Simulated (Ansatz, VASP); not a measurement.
TaN in VASP and in Ansatz

File INCAR:

```
PREC = Accurate
ENCUT = 520
EDIFF = 1E-8
ISMEAR = -1
SIGMA = 0.02
LREAL = False
LASPH = True
NELM = 120
ALGO = Normal
ISIF = 2
LWAVE = False
LCHARG = False
GGA = PS
LEFG = True
NBANDS = 16
GGA_COMPAT = False
```

File KPOINTS:

```
regular mesh
0
Gamma
  9 9 9
```

POSCAR

```
TaN
1.0
   -0.0653700000      2.1463150000      2.1463150000
    2.1463150000     -0.0653700000      2.1463150000
    2.1463150000      2.1463150000     -0.0653700000
Ta N
1 1
Direct
    0.5000000000      0.5000000000      0.5000000000
    0.0000000000      0.0000000000      0.0000000000
```

Input for Ansatz:

```yaml
crystal:
  lattice:
    - [-0.06537, 2.146315, 2.146315]
    - [2.146315, -0.06537, 2.146315]
    - [2.146315, 2.146315, -0.06537]
  atoms:
    - { symbol: Ta, position: [0.5, 0.5, 0.5] }
    - { symbol: "N", position: [0.0, 0.0, 0.0] }
kpoints:
  mp_grid: { grid: [9, 9, 9] }
scf:
  occupations: { method: fermi_dirac, width: 0.02 }
hamiltonian:
  xc: pbesol
  pseudopotentials: { kind: paw }
output:
  forces: true
  stress: true
  eigenvalues: true
  efg: { contact_densities: true }
  write_density: true
  write_potential: true
  elf: true
  volumetric_format: npy
```

Change from the starting cell: equal xy, yz and zx shear strains of -3 %, PAW files.

Alike in both runs: task electric field gradients; functional PBEsol; k mesh 9 × 9 × 9; occupations fermi-dirac, width 0.02 eV; no spin polarisation.

|  | VASP | Ansatz |
| --- | --- | --- |
| version | VASP 6.6.1 | Ansatz 0.2.0 |
| potentials or method | VASP PAW PBE potentials, release 64 (Ta_sv_GW, N) | PAW with Ansatz's default frozen-core files, scalar-relativistic |
| plane-wave cutoff (eV) | 520 | 420 |
| valence electrons in the cell | 18 | 18 |

|  | VASP | Ansatz | Ansatz less VASP |
| --- | --- | --- | --- |
| size of Vzz on the site where it differs most (V/Å²) | 4.5 | 0.8 | -3.70 |

VASP's potentials were made for PBE, not for PBEsol.

Neither program's run includes spin-orbit coupling.
